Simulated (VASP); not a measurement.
# Si (Imma) in VASP: further runs, part 2 of 2

VASP 6.6.1.

### Step 4. Single point, PBE (14.00 Å³/atom)

This run uses another cell than the first one, of 14.00 Å³/atom.

File INCAR:

```
SYSTEM = Si
  PREC = Accurate
  ENCUT = 520
  EDIFF = 1E-6
  ISMEAR = -1
  SIGMA = 0.08
  LREAL = .False.
  LASPH = .True.
  NELM = 80
  ALGO = Normal
  ISIF = 2
  LWAVE = .False.
  LCHARG = .True.
  GGA = PE
  LELF = .True.
  LVHAR = .True.
  ISYM = 0
  NBANDS = 11
```

File KPOINTS:

```
regular mesh
0
Gamma
  16 16 11
  0 0 0
```

File POSCAR:

```
Si
1.0
   -2.2732885782      2.3919520203      1.2876245834
    2.2732885782     -2.3919520203      1.2876245834
    2.2732885782      2.3919520203     -1.2876245834
Si
2
Direct
    0.8070000000      0.5570000000      0.2500000000
    0.1930000000      0.4430000000      0.7500000000
```

Potentials or basis: VASP PAW PBE potentials, release 64 (Si).

Command:

```
$ cat potpaw_PBE.64/Si/POTCAR > POTCAR
$ mpirun -np 1 vasp_std > vasp.out
```

OUTCAR:

```text
SYSTEM = Si
   PREC = Accurate
   ENCUT = 520
   EDIFF = 1E-6
   ISMEAR = -1
   LREAL = .False.
   LASPH = .True.
   NELM = 80
   ISIF = 2
   GGA = PE
   ISYM = 0

 ion  position               nearest neighbor table
   1  0.807  0.557  0.250-   2 2.41   2 2.41   2 2.48   2 2.48   2 2.77   2 2.77
   2  0.193  0.443  0.750-   1 2.41   1 2.41   1 2.48   1 2.48   1 2.77   1 2.77

IMPORTANT INFORMATION: All symmetrisations will be switched off!
NOSYMM: (Re-)initialisation of all symmetry stuff for point group C_1.

----------------------------------------------------------------------------------------

                                     Primitive cell

  volume of cell :      28.0063

  direct lattice vectors                    reciprocal lattice vectors
    -2.273288578  2.391952020  1.287624583     0.000000000  0.209034293  0.388311940
     2.273288578 -2.391952020  1.287624583     0.219945679  0.000000000  0.388311940
     2.273288578  2.391952020 -1.287624583     0.219945679  0.209034293  0.000000000

  length of vectors
     3.542210114  3.542210114  3.542210114     0.441000565  0.446275996  0.303432756

  position of ions in fractional coordinates (direct lattice)
     0.807000000  0.557000000  0.250000000
     0.193000000  0.443000000  0.750000000

  ion indices of the primitive-cell ions
   primitive index   ion index
                 1           1
                 2           2

----------------------------------------------------------------------------------------

 KPOINTS: regular mesh

Automatic generation of k-mesh.
 Grid dimensions read from file:
 generate k-points for:   16   16   11

 Generating k-lattice:

  Cartesian coordinates                     Fractional coordinates (reciprocal lattice)
     0.000000000  0.013064643  0.024269496     0.062500000  0.000000000  0.000000000
     0.013746605  0.000000000  0.024269496     0.000000000  0.062500000  0.000000000
     0.019995062  0.019003118  0.000000000     0.000000000  0.000000000  0.090909091

  Length of vectors
     0.027562535  0.027892250  0.027584796

  Shift w.r.t. Gamma in fractional coordinates (k-lattice)
     0.000000000  0.000000000  0.000000000

 -----------------------------------------------------------------------------
|                                                                             |
|           W    W    AA    RRRRR   N    N  II  N    N   GGGG   !!!           |
|           W    W   A  A   R    R  NN   N  II  NN   N  G    G  !!!           |
|           W    W  A    A  R    R  N N  N  II  N N  N  G       !!!           |
|           W WW W  AAAAAA  RRRRR   N  N N  II  N  N N  G  GGG   !            |
|           WW  WW  A    A  R   R   N   NN  II  N   NN  G    G                |
|           W    W  A    A  R    R  N    N  II  N    N   GGGG   !!!           |
|                                                                             |
|     Your reciprocal lattice and k-lattice belong to different lattice       |
|     classes:                                                                |
|                                                                             |
|        The reciprocal lattice is face-centered orthorhombic,                |
|        whereas your k-lattice is triclinic.                                 |
|                                                                             |
|     Results are often still useful ...                                      |
|                                                                             |
 -----------------------------------------------------------------------------

 WARNING: IBZKPT: internal override: KBLOWUP is changed to .FALSE.
      ... skipping the blow-up phase ...

 Subroutine IBZKPT returns following result:
[... 38 lines left out ...]
   NGXF,Y,Z  is equivalent  to a cutoff of  26.28, 26.28, 26.28 a.u.
 SYSTEM =  Si
   PREC   = accura    normal or accurate (medium, high low for compatibility)
   ISTART =      0    job   : 0-new  1-cont  2-samecut
   ICHARG =      2    charge: 1-file 2-atom 10-const
   ISPIN  =      1    spin polarized calculation?
   LNONCOLLINEAR =      F non collinear calculations
   LSORBIT =      F    spin-orbit coupling
   LASPH  =      T    aspherical Exc in radial PAW
   ENCUT  =  520.0 eV  38.22 Ry    6.18 a.u.   6.59  6.59  6.59*2*pi/ulx,y,z
   NELM   =     80;   NELMIN=  2; NELMDL= -5     # of ELM steps
   EDIFF  = 0.1E-05   stopping-criterion for ELM
   LREAL  =      F    real-space projection
   EDIFFG = 0.1E-04   stopping-criterion for IOM
   NSW    =      0    number of steps for IOM
   IBRION =     -1    ionic relax: 0-MD 1-quasi-New 2-CG
   NFREE  =      0    steps in history (QN), initial steepest desc. (CG)
   ISIF   =      2    stress and relaxation
   ISYM   =      0    0-nonsym 1-usesym 2-fastsym
   POTIM  = 0.5000    time-step for ionic-motion
   TEBEG  =    0.0;   TEEND  =   0.0 temperature during run
   PSTRESS=    0.0 pullay stress
   NELECT =       8.0000    total number of electrons
   NUPDOWN=      -1.0000    fix difference up-down
   EMIN   =  10.00;   EMAX   =-10.00  energy-range for DOS
   EFERMI =   0.00;   METHOD = LEGACY
   ISMEAR =    -1;   SIGMA  =   0.08  broadening in eV -4-tet -1-fermi 0-gaus
   EFERMI_NEDOS =   21; number of points for ismear=-14 and -15
   IALGO  =     38    algorithm
   IMIX   =      4    mixing-type and parameters
     AMIX     =   0.40;   BMIX     =  1.00
     AMIX_MAG =   1.60;   BMIX_MAG =  1.00
  volume/ion in A,a.u.               =      14.00        94.50
  Fermi-wavevector in a.u.,A,eV,Ry     =   1.078167  2.037440 15.816014  1.162444
  Thomas-Fermi vector in A             =   2.214098
   LORBIT       =      0    0 simple, 1 ext, 2 COOP (PROOUT), +10 PAW based schemes
   GGA     = PE    functional components
   LHFCALC =     F    Hartree Fock is set to
   AEXX    =    0.0000 exact exchange contribution
   IVDW    =     0    specifies the selected vdW correction
   LEPSILON=     F    determine dielectric tensor
   LRPA    =     F    only Hartree local field effects (RPA)
 non-spin polarized calculation
  energy-cutoff  :      520.00
  volume of cell :       28.01
 maximum number of plane-waves:       773
   NGX = 13   NGY = 13   NGZ = 13

 number of electron       8.0000000 magnetization

 Free energy of the ion-electron system (eV)
  ---------------------------------------------------
  ext. energy  EPLUGINS =         0.00000000
  ---------------------------------------------------
  free energy    TOTEN  =       -10.17914777 eV

  energy without entropy =      -10.16354729  energy(sigma->0) =      -10.17134753

 E-fermi :  10.2845     XC(G=0): -11.2546

 val. band max:       10.2835096721   @ k =   0.3750   0.0000   0.2727
 cond. band min:      10.2866065555   @ k =   0.4375   0.0000   0.3636
 fundamental gap:      0.0030968834
 Fermi energy:        10.2844940148

 k-point     1 :       0.0000    0.0000    0.0000
  band No.  band energies     occupation
      1      -4.2462      2.00000
      2       7.3832      2.00000
      3       7.8568      2.00000
      4       8.5287      2.00000
      5      11.5088      0.00000
      6      18.0019      0.00000
      7      19.2008      0.00000
      8      20.0758      0.00000
      9      20.6044      0.00000
     10      20.7411      0.00000
     11      22.1854      0.00000
[... 309 lines left out ...]
 k-point    24 :      -0.1250    0.0625    0.0000
  band No.  band energies     occupation
      1      -4.0358      2.00000
      2       6.2477      2.00000
      3       7.5900      2.00000
      4       9.7293      1.99807
      5      12.4309      0.00000
      6      16.1639      0.00000
      7      18.2967      0.00000
      8      19.4818      0.00000
      9      20.0411      0.00000
     10      21.1590      0.00000
     11      22.5963      0.00000

 [... further k-points ...]

------------------------ aborting loop because EDIFF is reached ----------------------------------------

  FORCE on cell =-STRESS in cart. coord.  units (eV):
  Direction    XX          YY          ZZ          XY          YZ          ZX
  --------------------------------------------------------------------------------------
  -------------------------------------------------------------------------------------
  Total        1.7555581      2.1748375      1.7699350     -0.0272290      0.0101500      0.0036899
  in kB      100.4313994    124.4173969    101.2538657     -1.5577054      0.5806586      0.2110886
  external PRESSURE =     108.7008873 kB  Pullay stress =       0.0000000 kB

 VOLUME and BASIS-vectors are now :
 -----------------------------------------------------------------------------
  energy-cutoff  :      520.00
  volume of cell :       28.01
      direct lattice vectors                 reciprocal lattice vectors
    -2.273288578  2.391952020  1.287624583     0.000000000  0.209034293  0.388311940
     2.273288578 -2.391952020  1.287624583     0.219945679  0.000000000  0.388311940
     2.273288578  2.391952020 -1.287624583     0.219945679  0.209034293  0.000000000

 POSITION                                       TOTAL-FORCE (eV/Angst)
 -----------------------------------------------------------------------------------
      0.00000      1.19598      1.43441         0.003502     -0.001222      0.026118
      2.27329      1.19598     -0.14679        -0.003502      0.001222     -0.026118
 -----------------------------------------------------------------------------------
    total drift:                                0.000000      0.000000      0.000000

  FREE ENERGIE OF THE ION-ELECTRON SYSTEM (eV)
  ---------------------------------------------------
  free  energy   TOTEN  =       -10.1791477653 eV

  energy  without entropy=      -10.1635472881  energy(sigma->0) =      -10.17134753
```

Wall time 2.5 min (1 thread of Intel Xeon 6975P-C (Granite Rapids), shared host); peak memory 0.43 GiB.

Results:

```yaml
Free_energy: -10.1791 eV
Pressure: 10.9 GPa
Largest_force: 0.026 eV/Å
Band_gap_on_the_k_mesh: zero (bands 4 and 5 overlap by 7.31 eV)
```

Forces on the atoms (eV/Å):
```
Si   0.004 -0.001  0.026
Si  -0.004  0.001 -0.026
```

Stress tensor (GPa, compression positive):
```
10.04 -0.16  0.02
-0.16 12.44  0.06
 0.02  0.06 10.13
```

Levels at points of the mesh, in eV from the Fermi level:
```tsv
k point	band 2	band 3	band 4	band 5	band 6	band 7
(0.00, 0.00, 0.00)	-2.90	-2.43	-1.76	1.22	7.72	8.92
(0.50, 0.00, 0.00)	-7.47	-1.78	-1.33	-1.30	0.14	4.74
(0.00, 0.50, 0.00)	-7.12	-2.76	-2.15	-1.50	1.20	5.08
(0.50, 0.50, 0.00)	-11.25	0.16	0.16	2.89	2.89	8.51
```

Caveat: the cell stands under pressure.

### Step 5. Summary

```tsv
cell	gap on the mesh (eV)	pressure (GPa)	largest force (eV/Å)
a = 3.436 Å, angles 100.2, 95.0, 137.4°, 2 atoms	none	27.7	0.07
a = 3.472 Å, angles 100.2, 95.0, 137.4°, 2 atoms	none	21.3	0.03
a = 3.542 Å, angles 100.2, 95.0, 137.4°, 2 atoms	none	10.9	0.03
```

Alike in all rows: task single point; level PBE; potentials or basis VASP PAW PBE potentials, release 64 (Si); no spin polarisation; k mesh 16 × 16 × 11; cutoff (eV) 520; smearing fermi-dirac 0.08 eV.

Caveats: the cell stands under pressure.

Total energies depend on the potentials used, so only differences within one code and one set of settings carry meaning.
